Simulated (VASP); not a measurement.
# Al5Cu (P4/mmm) in VASP: settings compared

Al5Cu is run at these levels: PBE, PBEsol, r2SCAN; tasks: single point, relaxation of cell and atoms.

Everything below comes from runs of VASP 6.6.1. Logs are shortened: lines on timing, memory, paths and dates and some standing lists are left out, and cuts for length are marked.

**1. The cell of the first run**

Symmetry: P4/mmm, No. 123, tetragonal system. Conventional cell: a = 2.829 Å, b = 2.829 Å, c = 11.662 Å, α = 90.00°, β = 90.00°, γ = 90.00°. Al (site symmetry 4mm) has 12 Al at 2.83 to 2.88 Å and 1 Cu at 3.77 Å within 3.8 Å. Al (site symmetry 4/mmm) has 12 Al at 2.83 to 2.87 Å within 3.7 Å. Al (site symmetry 4mm) has 4 Cu at 2.62 Å and 9 Al at 2.83 to 3.39 Å within 3.5 Å. Within 3.5 Å of Cu (site symmetry 4/mmm) lie 8 Al at 2.62 Å and 4 Cu at 2.83 Å.

**2. Single point, PBE**

INCAR

```
SYSTEM = Al5Cu
PREC = Accurate
ENCUT = 520
EDIFF = 1E-6
ISMEAR = 0
SIGMA = 0.1
LREAL = .FALSE.
LASPH = .TRUE.
NELM = 100
ALGO = Fast
ISIF = 2
LWAVE = .FALSE.
LCHARG = .TRUE.
GGA = PE
LELF = .TRUE.
LVHAR = .TRUE.
NBANDS = 22
```

KPOINTS

```
Automatic mesh
0
G
  14 14 4
  0 0 0
```

POSCAR

```
Al5Cu
1.0
    2.8285524240      0.0000000000      0.0000000000
    0.0000000000      2.8285524240      0.0000000000
    0.0000000000      0.0000000000     11.6623586306
Al Cu
5 1
Direct
    0.0000000000      0.0000000000      0.8234696313
    0.5000000000      0.5000000000      0.0000000000
    0.0000000000      0.0000000000      0.1765303687
    0.5000000000      0.5000000000      0.3548000060
    0.5000000000      0.5000000000      0.6451999940
    0.0000000000      0.0000000000      0.5000000000
```

Potentials or basis: VASP PAW PBE potentials, release 64 (Al, Cu).

On the command line:

```
cat potpaw_PBE.64/Al/POTCAR potpaw_PBE.64/Cu/POTCAR > POTCAR
mpirun -np 1 vasp_std > vasp.out
```

OUTCAR:

```text
SYSTEM = Al5Cu
   PREC = Accurate
   ENCUT = 520
   EDIFF = 1E-6
   ISMEAR = 0
   LREAL = .FALSE.
   LASPH = .TRUE.
   NELM = 100
   ISIF = 2
   GGA = PE

 ion  position               nearest neighbor table
   1  0.000  0.000  0.823-   2 2.87   2 2.87   2 2.87   2 2.87   5 2.88   5 2.88   5 2.88   5 2.88

   2  0.500  0.500  0.000-   1 2.87   3 2.87   1 2.87   3 2.87   1 2.87   3 2.87   1 2.87   3 2.87

   3  0.000  0.000  0.177-   2 2.87   2 2.87   2 2.87   2 2.87   4 2.88   4 2.88   4 2.88   4 2.88

   4  0.500  0.500  0.355-   6 2.62   6 2.62   6 2.62   6 2.62   3 2.88   3 2.88   3 2.88   3 2.88

   5  0.500  0.500  0.645-   6 2.62   6 2.62   6 2.62   6 2.62   1 2.88   1 2.88   1 2.88   1 2.88

   6  0.000  0.000  0.500-   4 2.62   5 2.62   4 2.62   5 2.62   4 2.62   5 2.62   4 2.62   5 2.62

  LATTYP: Found a simple tetragonal cell.
 ALAT       =     2.8285524240
 C/A-ratio  =     4.1230837837

  Lattice vectors:

 A1 = (   2.8285524240,   0.0000000000,   0.0000000000)
 A2 = (   0.0000000000,   2.8285524240,   0.0000000000)
 A3 = (   0.0000000000,   0.0000000000,  11.6623586306)

Analysis of symmetry for initial positions (statically):
=====================================================================
 Subroutine PRICEL returns:
 Original cell was already a primitive cell.

 Routine SETGRP: Setting up the symmetry group for a
 simple tetragonal supercell.

 Subroutine GETGRP returns: Found 16 space group operations
 (whereof 16 operations were pure point group operations)
 out of a pool of 16 trial point group operations.

The static configuration has the point symmetry D_4h.

Analysis of symmetry for dynamics (positions and initial velocities):
=====================================================================
 Subroutine PRICEL returns:
 Original cell was already a primitive cell.

 Routine SETGRP: Setting up the symmetry group for a
 simple tetragonal supercell.

 Subroutine GETGRP returns: Found 16 space group operations
 (whereof 16 operations were pure point group operations)
 out of a pool of 16 trial point group operations.

The dynamic configuration has the point symmetry D_4h.

 Subroutine INISYM returns: Found 16 space group operations
 (whereof 16 operations are pure point group operations),
 and found     1 'primitive' translations

----------------------------------------------------------------------------------------

                                     Primitive cell

  volume of cell :      93.3071

  direct lattice vectors                    reciprocal lattice vectors
     2.828552424  0.000000000  0.000000000     0.353537729  0.000000000  0.000000000
     0.000000000  2.828552424  0.000000000     0.000000000  0.353537729  0.000000000
     0.000000000  0.000000000 11.662358631     0.000000000  0.000000000  0.085745948

  length of vectors
     2.828552424  2.828552424 11.662358631     0.353537729  0.353537729  0.085745948

  position of ions in fractional coordinates (direct lattice)
     0.000000000  0.000000000  0.823469631
     0.500000000  0.500000000  0.000000000
     0.000000000  0.000000000  0.176530369
     0.500000000  0.500000000  0.354800006
     0.500000000  0.500000000  0.645199994
     0.000000000  0.000000000  0.500000000

  ion indices of the primitive-cell ions
   primitive index   ion index
                 1           1
                 2           2
                 3           3
                 4           4
                 5           5
                 6           6

----------------------------------------------------------------------------------------

 KPOINTS: Automatic mesh

Automatic generation of k-mesh.
 Grid dimensions read from file:
 generate k-points for:   14   14    4

 Generating k-lattice:

  Cartesian coordinates                     Fractional coordinates (reciprocal lattice)
     0.025252695  0.000000000  0.000000000     0.071428571  0.000000000  0.000000000
     0.000000000  0.025252695  0.000000000     0.000000000  0.071428571  0.000000000
     0.000000000  0.000000000  0.021436487     0.000000000  0.000000000  0.250000000

  Length of vectors
     0.025252695  0.025252695  0.021436487

  Shift w.r.t. Gamma in fractional coordinates (k-lattice)
     0.000000000  0.000000000  0.000000000

 Subroutine IBZKPT returns following result:
 ===========================================

 Found    108 irreducible k-points:

 Following reciprocal coordinates:
            Coordinates               Weight
  0.000000  0.000000  0.000000      1.000000
  0.071429  0.000000  0.000000      4.000000
  0.142857  0.000000  0.000000      4.000000
  0.214286  0.000000  0.000000      4.000000
  0.285714  0.000000  0.000000      4.000000
  0.357143  0.000000  0.000000      4.000000
[... 16 lines left out ...]
  0.285714  0.214286  0.000000      8.000000
  0.357143  0.214286  0.000000      8.000000
 [... further k-points ...]
   k-points           NKPTS =    108   k-points in BZ     NKDIM =    108   number of bands    NBANDS=     22
   number of dos      NEDOS =    301   number of ions     NIONS =      6
   total plane-waves  NPLWV =  51840
   dimension x,y,z NGX =    24 NGY =   24 NGZ =   90
   dimension x,y,z NGXF=    48 NGYF=   48 NGZF=  180
   ions per type =               5   1
   NGX,Y,Z   is equivalent  to a cutoff of  14.11, 14.11, 12.83 a.u.
   NGXF,Y,Z  is equivalent  to a cutoff of  28.21, 28.21, 25.66 a.u.
 SYSTEM =  Al5Cu
   PREC   = accura    normal or accurate (medium, high low for compatibility)
   ISTART =      0    job   : 0-new  1-cont  2-samecut
   ICHARG =      2    charge: 1-file 2-atom 10-const
   ISPIN  =      1    spin polarized calculation?
   LNONCOLLINEAR =      F non collinear calculations
   LSORBIT =      F    spin-orbit coupling
   LASPH  =      T    aspherical Exc in radial PAW
   ENCUT  =  520.0 eV  38.22 Ry    6.18 a.u.   5.26  5.26 21.68*2*pi/ulx,y,z
   NELM   =    100;   NELMIN=  2; NELMDL= -5     # of ELM steps
   EDIFF  = 0.1E-05   stopping-criterion for ELM
   LREAL  =      F    real-space projection
   EDIFFG = 0.1E-04   stopping-criterion for IOM
   NSW    =      0    number of steps for IOM
   IBRION =     -1    ionic relax: 0-MD 1-quasi-New 2-CG
   NFREE  =      0    steps in history (QN), initial steepest desc. (CG)
   ISIF   =      2    stress and relaxation
   ISYM   =      2    0-nonsym 1-usesym 2-fastsym
   POTIM  = 0.5000    time-step for ionic-motion
   TEBEG  =    0.0;   TEEND  =   0.0 temperature during run
   PSTRESS=    0.0 pullay stress
   NELECT =      26.0000    total number of electrons
   NUPDOWN=      -1.0000    fix difference up-down
   EMIN   =  10.00;   EMAX   =-10.00  energy-range for DOS
   EFERMI =   0.00;   METHOD = LEGACY
   ISMEAR =     0;   SIGMA  =   0.10  broadening in eV -4-tet -1-fermi 0-gaus
   EFERMI_NEDOS =   21; number of points for ismear=-14 and -15
   IALGO  =     68    algorithm
   IMIX   =      4    mixing-type and parameters
     AMIX     =   0.40;   BMIX     =  1.00
     AMIX_MAG =   1.60;   BMIX_MAG =  1.00
  volume/ion in A,a.u.               =      15.55       104.94
  Fermi-wavevector in a.u.,A,eV,Ry     =   1.069287  2.020660 15.556560  1.143375
  Thomas-Fermi vector in A             =   2.204962
   LORBIT       =      0    0 simple, 1 ext, 2 COOP (PROOUT), +10 PAW based schemes
   GGA     = PE    functional components
   LHFCALC =     F    Hartree Fock is set to
   AEXX    =    0.0000 exact exchange contribution
   IVDW    =     0    specifies the selected vdW correction
   LEPSILON=     F    determine dielectric tensor
   LRPA    =     F    only Hartree local field effects (RPA)
 non-spin polarized calculation
 RMM-DIIS sequential band-by-band and
 Gauss-broadening in eV      SIGMA  =   0.10
  energy-cutoff  :      520.00
  volume of cell :       93.31
 maximum number of plane-waves:      2548
 NGX is ok and might be reduce to    24
   NGX = 11   NGY = 11   NGZ = 43

 number of electron      25.9999993 magnetization

 Free energy of the ion-electron system (eV)
  ---------------------------------------------------
  ext. energy  EPLUGINS =         0.00000000
  ---------------------------------------------------
  free energy    TOTEN  =       -22.78891785 eV

  energy without entropy =      -22.77838922  energy(sigma->0) =      -22.78365354

 E-fermi :   8.1726     XC(G=0): -10.5561

 val. band max:        8.1658278387   @ k =   0.1429   0.0000   0.0000
 cond. band min:       8.1761299595   @ k =   0.5000   0.4286   0.2500
 fundamental gap:      0.0103021208
 Fermi energy:         8.1725855475

 k-point     1 :       0.0000    0.0000    0.0000
  band No.  band energies     occupation
      1      -2.9465      2.00000
      2      -1.9170      2.00000
      3      -1.7774      2.00000
      4       1.2641      2.00000
      5       1.3879      2.00000
      6       3.8129      2.00000
[... 14 lines left out ...]
     21      15.3143      0.00000
     22      15.3168      0.00000

 k-point     2 :       0.0714    0.0000    0.0000
  band No.  band energies     occupation
      1      -2.8517      2.00000
      2      -1.8248      2.00000
      3      -1.6822      2.00000
      4       1.3461      2.00000
      5       1.4800      2.00000
      6       3.8296      2.00000
[... 14 lines left out ...]
     21      15.4100      0.00000
     22      15.9224      0.00000

 k-point     3 :       0.1429    0.0000    0.0000
  band No.  band energies     occupation
      1      -2.5676      2.00000
      2      -1.5490      2.00000
      3      -1.3975      2.00000
      4       1.5885      2.00000
      5       1.7544      2.00000
      6       3.8742      2.00000
[... 14 lines left out ...]
     21      15.4834      0.00000
     22      15.7011      0.00000
[... 476 lines left out ...]
 k-point    23 :       0.2857    0.2143    0.0000
  band No.  band energies     occupation
      1      -0.6060      2.00000
      2       0.3489      2.00000
      3       0.5475      2.00000
      4       3.0356      2.00000
      5       3.4373      2.00000
      6       4.1711      2.00000
[... 14 lines left out ...]
     21      13.9700      0.00000
     22      14.3526      0.00000

 k-point    24 :       0.3571    0.2143    0.0000
  band No.  band energies     occupation
      1       0.2179      2.00000
      2       1.1335      2.00000
      3       1.3451      2.00000
      4       3.3802      2.00000
      5       3.7270      2.00000
      6       4.1066      2.00000
[... 14 lines left out ...]
     21      14.1965      0.00000
     22      14.7430      0.00000

 [... further k-points ...]

------------------------ aborting loop because EDIFF is reached ----------------------------------------

  FORCE on cell =-STRESS in cart. coord.  units (eV):
  Direction    XX          YY          ZZ          XY          YZ          ZX
  --------------------------------------------------------------------------------------
  -------------------------------------------------------------------------------------
  Total       -0.0629592     -0.0629592     -0.0162727      0.0000000      0.0000000      0.0000000
  in kB       -1.0810721     -1.0810721     -0.2794190      0.0000000      0.0000000      0.0000000
  external PRESSURE =      -0.8138544 kB  Pullay stress =       0.0000000 kB

 VOLUME and BASIS-vectors are now :
 -----------------------------------------------------------------------------
  energy-cutoff  :      520.00
  volume of cell :       93.31
      direct lattice vectors                 reciprocal lattice vectors
     2.828552424  0.000000000  0.000000000     0.353537729  0.000000000  0.000000000
     0.000000000  2.828552424  0.000000000     0.000000000  0.353537729  0.000000000
     0.000000000  0.000000000 11.662358631     0.000000000  0.000000000  0.085745948

 POSITION                                       TOTAL-FORCE (eV/Angst)
 -----------------------------------------------------------------------------------
      0.00000      0.00000      9.60360         0.000000     -0.000000      0.000303
      1.41428      1.41428      0.00000        -0.000000      0.000000      0.000000
      0.00000      0.00000      2.05876        -0.000000     -0.000000     -0.000303
      1.41428      1.41428      4.13780        -0.000000     -0.000000     -0.023287
      1.41428      1.41428      7.52455         0.000000      0.000000      0.023287
      0.00000      0.00000      5.83118        -0.000000      0.000000      0.000000
 -----------------------------------------------------------------------------------
    total drift:                                0.000000      0.000000      0.000000

  FREE ENERGIE OF THE ION-ELECTRON SYSTEM (eV)
  ---------------------------------------------------
  free  energy   TOTEN  =       -22.7889178546 eV

  energy  without entropy=      -22.7783892195  energy(sigma->0) =      -22.78365354
```

It took 3.7 min on 1 thread of Intel Xeon Platinum 8259CL at 2.50GHz (Skylake/Cascade Lake), shared host; peak memory 0.35 GiB.

What came out:

```
Free energy            : -22.7889 eV
Pressure               : -0.1 GPa
Largest force          : 0.023 eV/Å
Band gap on the k mesh : zero (bands 13 and 14 overlap by 6.89 eV)
```

Forces in eV/Å, atoms in the order of the input:
```
Al   0.000  0.000  0.000
Al   0.000  0.000  0.000
Al   0.000  0.000  0.000
Al   0.000  0.000 -0.023
Al   0.000  0.000  0.023
Cu   0.000  0.000  0.000
```

**3. Single point, PBE**

INCAR

```
PREC = Accurate ; ENCUT = 520
EDIFF = 1E-6 ; ISMEAR = 0
SIGMA = 0.1 ; LREAL = F
LASPH = T ; NELM = 100
ALGO = Fast ; ISIF = 2
LWAVE = F ; LCHARG = F
GGA = PE ; NBANDS = 22
```

KPOINTS

```
regular mesh
0
Gamma
  14 14 4
```

POSCAR is that of step 2.

Potentials or basis: VASP PAW PBE potentials, release 64 (Al, Cu).

On the command line:

```
cat potpaw_PBE.64/Al/POTCAR potpaw_PBE.64/Cu/POTCAR > POTCAR
mpirun -np 1 vasp_std > vasp.out
```

Run time: 3.4 min. Hardware: 1 thread of Intel Xeon Platinum 8259CL at 2.50GHz (Skylake/Cascade Lake), shared host; peak memory 0.35 GiB.

Results (log left out):

```
Free energy            : -22.7889 eV
Pressure               : -0.1 GPa
Largest force          : 0.023 eV/Å
Band gap on the k mesh : zero (bands 13 and 14 overlap by 6.89 eV)
```

Forces in eV/Å, atoms in the order of the input:
```
Al   0.000  0.000  0.000
Al   0.000  0.000  0.000
Al   0.000  0.000  0.000
Al   0.000  0.000 -0.023
Al   0.000  0.000  0.023
Cu   0.000  0.000  0.000
```

Stress tensor (GPa, compression positive):
```
-0.11  0.00  0.00
 0.00 -0.11  0.00
 0.00  0.00 -0.03
```

Levels at points of the mesh, in eV from the Fermi level:
| k point | band 11 | band 12 | band 13 | band 14 | band 15 | band 16 |
| --- | --- | --- | --- | --- | --- | --- |
| (0.00, 0.00, 0.00) | -2.13 | -0.30 | 5.52 | 5.72 | 6.03 | 6.03 |
| (0.50, 0.00, 0.00) | -2.87 | -2.48 | -2.33 | -1.36 | -1.31 | 2.19 |
| (0.50, 0.50, 0.00) | -1.47 | -1.12 | -1.11 | -0.41 | -0.35 | 0.42 |
| (0.00, 0.00, 0.50) | -3.19 | 1.68 | 2.79 | 5.71 | 6.20 | 6.20 |
| (0.50, 0.00, 0.50) | -3.45 | -3.05 | -2.27 | -0.23 | 0.07 | 0.41 |
| (0.50, 0.50, 0.50) | -1.15 | -0.38 | -0.27 | -0.24 | -0.24 | -0.06 |

**4. Single point, PBEsol**

INCAR

```
SYSTEM = Al5Cu
  PREC = Accurate
  ENCUT = 520
  EDIFF = 1E-6
  ISMEAR = 0
  SIGMA = 0.1
  LREAL = .False.
  LASPH = .True.
  NELM = 100
  ALGO = Fast
  ISIF = 2
  LWAVE = .False.
  LCHARG = .False.
  GGA = PS
  NBANDS = 22
```

KPOINTS

```
regular mesh
0
Gamma
  14 14 4
  0 0 0
```

POSCAR is that of step 3.

On the command line:

```
cat potpaw_PBE.64/Al/POTCAR potpaw_PBE.64/Cu/POTCAR > POTCAR
mpirun -np 1 vasp_std > vasp.out
```

Wall time 3.6 min (1 thread of Intel Xeon Platinum 8259CL at 2.50GHz (Skylake/Cascade Lake), shared host); peak memory 0.36 GiB.

Results (log left out):

```yaml
Free_energy: -25.0968 eV
Pressure: -2.3 GPa
Largest_force: 0.118 eV/Å
Band_gap_on_the_k_mesh: zero (bands 13 and 14 overlap by 6.87 eV)
```

Forces in eV/Å, atoms in the order of the input:
```
Al   0.000  0.000 -0.002
Al   0.000  0.000  0.000
Al   0.000  0.000  0.002
Al   0.000  0.000  0.118
Al   0.000  0.000 -0.118
Cu   0.000  0.000  0.000
```

Levels at points of the mesh, in eV from the Fermi level:
```csv
k point,band 11,band 12,band 13,band 14,band 15,band 16
"(0.00, 0.00, 0.00)",-2.13,-0.30,5.52,5.72,6.03,6.03
"(0.50, 0.00, 0.00)",-2.86,-2.47,-2.33,-1.35,-1.32,2.18
"(0.50, 0.50, 0.00)",-1.46,-1.13,-1.11,-0.42,-0.35,0.41
"(0.00, 0.00, 0.50)",-3.19,1.67,2.79,5.71,6.20,6.20
"(0.50, 0.00, 0.50)",-3.46,-3.05,-2.27,-0.23,0.06,0.40
"(0.50, 0.50, 0.50)",-1.15,-0.38,-0.27,-0.24,-0.24,-0.05
```

Caveat: the PAW data sets were made with another functional, which shifts forces and pressure a little.

**5. Single point, r2SCAN**

POSCAR is that of step 4.

INCAR.step1

```
SYSTEM = Al5Cu
ALGO     = Normal         ! electronic algorithm
EDIFF    = 1E-4           ! SCF threshold, eV
ENCUT    = 520            ! plane-wave cutoff, eV
GGA      = PE             ! functional
ISMEAR   = 0              ! smearing method
LASPH    = .TRUE.         ! aspherical terms in the spheres
LCHARG   = .FALSE.        ! write CHGCAR
LREAL    = .FALSE.        ! projectors in reciprocal space
LWAVE    = .TRUE.         ! write WAVECAR
NBANDS   = 22             ! bands
NELM     = 80             ! most SCF steps
PREC     = Accurate       ! precision mode
SIGMA    = 0.1            ! smearing width, eV
```

INCAR.step2

```
SYSTEM = Al5Cu
ALGO     = Normal         ! electronic algorithm
EDIFF    = 1E-6           ! SCF threshold, eV
ENCUT    = 520            ! plane-wave cutoff, eV
ISIF     = 2              ! what is computed and relaxed
ISMEAR   = 0              ! smearing method
ISTART   = 1            
LASPH    = .TRUE.         ! aspherical terms in the spheres
LCHARG   = .FALSE.        ! write CHGCAR
LMIXTAU  = .TRUE.       
LREAL    = .FALSE.        ! projectors in reciprocal space
LWAVE    = .FALSE.        ! write WAVECAR
METAGGA  = R2SCAN         ! meta-GGA
NBANDS   = 22             ! bands
NELM     = 80             ! most SCF steps
PREC     = Accurate       ! precision mode
SIGMA    = 0.1            ! smearing width, eV
```

KPOINTS

```
k-points
0
G
  14 14 4
  0 0 0
```

On the command line:

```
cat potpaw_PBE.64/Al/POTCAR potpaw_PBE.64/Cu/POTCAR > POTCAR
cp INCAR.step1 INCAR
mpirun -np 1 vasp_std > vasp.out
cp INCAR.step2 INCAR
mpirun -np 1 vasp_std > vasp.out
```

Run time: 11 min. Hardware: 1 thread of Intel Xeon Platinum 8259CL at 2.50GHz (Skylake/Cascade Lake), shared host; peak memory 0.36 GiB.

The run converged. Its results:

```yaml
Free_energy: -44.8150 eV
Pressure: -3.5 GPa
Largest_force: 0.044 eV/Å
Band_gap_on_the_k_mesh: zero (bands 13 and 14 overlap by 7.26 eV)
```

Forces on the atoms (eV/Å):
```
Al   0.000  0.000  0.014
Al   0.000  0.000  0.000
Al   0.000  0.000 -0.014
Al   0.000  0.000  0.044
Al   0.000  0.000 -0.044
Cu   0.000  0.000  0.000
```

Levels at points of the mesh, in eV from the Fermi level:
| k point | band 11 | band 12 | band 13 | band 14 | band 15 | band 16 |
| --- | --- | --- | --- | --- | --- | --- |
| (0.00, 0.00, 0.00) | -2.29 | -0.27 | 5.87 | 5.97 | 6.48 | 6.48 |
| (0.50, 0.00, 0.00) | -3.03 | -2.60 | -2.47 | -1.39 | -1.35 | 2.29 |
| (0.50, 0.50, 0.00) | -1.60 | -1.15 | -1.12 | -0.44 | -0.32 | 0.37 |
| (0.00, 0.00, 0.50) | -3.33 | 1.79 | 2.97 | 5.97 | 6.67 | 6.67 |
| (0.50, 0.00, 0.50) | -3.59 | -3.16 | -2.39 | -0.26 | 0.12 | 0.42 |
| (0.50, 0.50, 0.50) | -1.17 | -0.42 | -0.29 | -0.29 | -0.23 | -0.10 |

Caveat: the cell stands under tension; the PAW data sets were made with another functional, which shifts forces and pressure a little.

[end of part 1 of 2]

The gap in the log of VASP goes by the Fermi energy; the results here count the filled bands.